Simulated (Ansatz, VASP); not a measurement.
One calculation of C, two programs

INCAR

```
  PREC = Accurate
  ENCUT = 600
  EDIFF = 1E-6
  ISMEAR = -1
  SIGMA = 0.05
  LREAL = False
  LASPH = True
  NELM = 100
  ALGO = Normal
  ISIF = 3
  LWAVE = False
  LCHARG = False
  GGA = PE
  IBRION = 2
  NSW = 80
  EDIFFG = -0.01
```

The input KPOINTS:

```
regular mesh
0
Gamma
  8 8 4
```

File POSCAR:

```
C
1.0
    2.5199982604      0.0000000000      0.0000000000
   -1.2599991302      2.1823825110      0.0000000000
    0.0000000000      0.0000000000      4.1200000000
C
4
Direct
    0.3333333333      0.6666666667      0.0625000000
    0.6666666667      0.3333333333      0.5625000000
    0.3333333333      0.6666666667      0.4375000000
    0.6666666667      0.3333333333      0.9375000000
```

Input for Ansatz:

```yaml
crystal:
  lattice:
    - [2.5199982604, 0.0, 0.0]
    - [-1.2599991302, 2.182382511, 0.0]
    - [0.0, 0.0, 4.12]
  atoms:
    - { symbol: C, position: [0.3333333333, 0.6666666667, 0.0625] }
    - { symbol: C, position: [0.6666666667, 0.3333333333, 0.5625] }
    - { symbol: C, position: [0.3333333333, 0.6666666667, 0.4375] }
    - { symbol: C, position: [0.6666666667, 0.3333333333, 0.9375] }
hamiltonian:
  xc: pbe
  pseudopotentials:
    kind: paw
    azcp:
      C: "pseudopotentials/C.paw.azcp"
basis:
  ecutwfc: 420
  fft_grid_basis: typed
kpoints:
  mp_grid: { grid: [8, 8, 4], shift: [0, 0, 0] }
magnetization:
  spin_polarized: false
scf:
  occupations: { method: fermi_dirac, width: 0.05 }
relax:
  max_steps: 60
  f_tol: 0.01
  cell: {}
```

Alike in both runs: task relaxation of cell and atoms; functional PBE; k mesh 8 × 8 × 4; occupations fermi-dirac, width 0.05 eV; no spin polarisation.

```csv
,VASP,Ansatz
version,VASP 6.6.1,Ansatz 0.2.0
potentials or method,"VASP PAW PBE potentials, release 64 (C), cutoff 600 eV","plane waves (420 eV) with PAW, scalar-relativistic"
valence electrons in the cell,16,16
```

```csv
,VASP,Ansatz,Ansatz less VASP
relaxed volume (Å³/atom),5.71,5.71,+0.001
relaxed cell length with the largest relative difference (Å),4.180,4.180,+0.0007
```
